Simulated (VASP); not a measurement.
A run of VASP 6.6.1 is set up as follows.

The input POSCAR:

```
ZnO
1.0
    2.6461709597      0.0000000000      0.0000000000
    0.0000000000      2.6461709597      0.0000000000
    0.0000000000      0.0000000000      2.6461709597
Zn O
1 1
Direct
    0.0000000000      0.0000000000      0.0000000000
    0.5000000000      0.5000000000      0.5000000000
```

The input INCAR.step1:

```
SYSTEM = ZnO
PREC = Accurate ; ENCUT = 1480
ISMEAR = -1 ; SIGMA = 0.02
LREAL = .FALSE. ; LASPH = .TRUE.
NELM = 120 ; NBANDS = 16
GGA = PE ; ALGO = Normal
EDIFF = 1E-5 ; LWAVE = .TRUE.
LCHARG = .FALSE. ; GGA_COMPAT = .FALSE.
```

The input INCAR.step2:

```
SYSTEM = ZnO
PREC = Accurate ; ENCUT = 1480
EDIFF = 1E-6 ; ISMEAR = -1
SIGMA = 0.02 ; LREAL = .FALSE.
LASPH = .TRUE. ; NELM = 120
ALGO = Normal ; ISIF = 2
LWAVE = .FALSE. ; LCHARG = .TRUE.
METAGGA = R2SCAN ; LMIXTAU = .TRUE.
LELF = .TRUE. ; LVHAR = .TRUE.
NBANDS = 16 ; ISTART = 1
GGA_COMPAT = .FALSE.
```

File KPOINTS:

```
regular mesh
0
G
  8 8 8
  0 0 0
```

Potentials or basis: VASP PAW PBE potentials, release 64 (Zn, O_h).

The run is started by

```console
$ cat potpaw_PBE.64/Zn/POTCAR potpaw_PBE.64/O_h/POTCAR > POTCAR
$ cp INCAR.step1 INCAR
$ mpirun -np 1 vasp_std > vasp.out
$ cp INCAR.step2 INCAR
$ mpirun -np 1 vasp_std > vasp.out
```

Predict the pressure.

1.1 GPa.

Predict the band gap on the k mesh.

zero (bands 9 and 10 overlap by 0.04 eV).

Caveat: the structure was generated, so it needn't be the stable form of ZnO; semilocal functionals underestimate gaps, and a narrow one can read as zero; the PAW data sets were made with another functional, which shifts forces and pressure a little.
